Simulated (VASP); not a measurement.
A run of VASP 6.6.1:

INCAR

```
SYSTEM = Yb
PREC     = Accurate       ! precision mode
ENCUT    = 600            ! plane-wave cutoff, eV
EDIFF    = 1E-6           ! SCF threshold, eV
ISMEAR   = -1             ! smearing method
SIGMA    = 0.08           ! smearing width, eV
LREAL    = .False.        ! projectors in reciprocal space
LASPH    = .True.         ! aspherical terms in the spheres
NELM     = 100            ! most SCF steps
ALGO     = Normal         ! electronic algorithm
ISIF     = 3              ! what is computed and relaxed
LWAVE    = .False.        ! write WAVECAR
LCHARG   = .False.        ! write CHGCAR
GGA      = PE             ! functional
IBRION   = 2              ! ionic algorithm
NSW      = 60             ! ionic steps
EDIFFG   = -0.005         ! ionic threshold
PSTRESS  = 840.0
```

The input KPOINTS:

```
Automatic mesh
0
Gamma
  17 17 17
  0 0 0
```

Contents of POSCAR:

```
Yb
1.0
   -1.5373790241      1.5373790241      1.5373790241
    1.5373790241     -1.5373790241      1.5373790241
    1.5373790241      1.5373790241     -1.5373790241
Yb
1
Direct
    0.0000000000      0.0000000000      0.0000000000
```

Potentials or basis: VASP PAW PBE potentials, release 64 (Yb).

Run with:

```console
$ cat potpaw_PBE.64/Yb/POTCAR > POTCAR
$ mpirun -np 1 vasp_std > vasp.out
```

Hardware: 1 thread of Intel(R) Xeon(R) 6975P-C (Granite Rapids), on a shared host.

Question: How long does it take, and how much memory?

Answer: Wall time 4.8 min on 1 thread of Intel(R) Xeon(R) 6975P-C (Granite Rapids), on a shared host, peak memory 0.21 GiB. Counts: scf iterations 189, k points 165, ion steps 11.
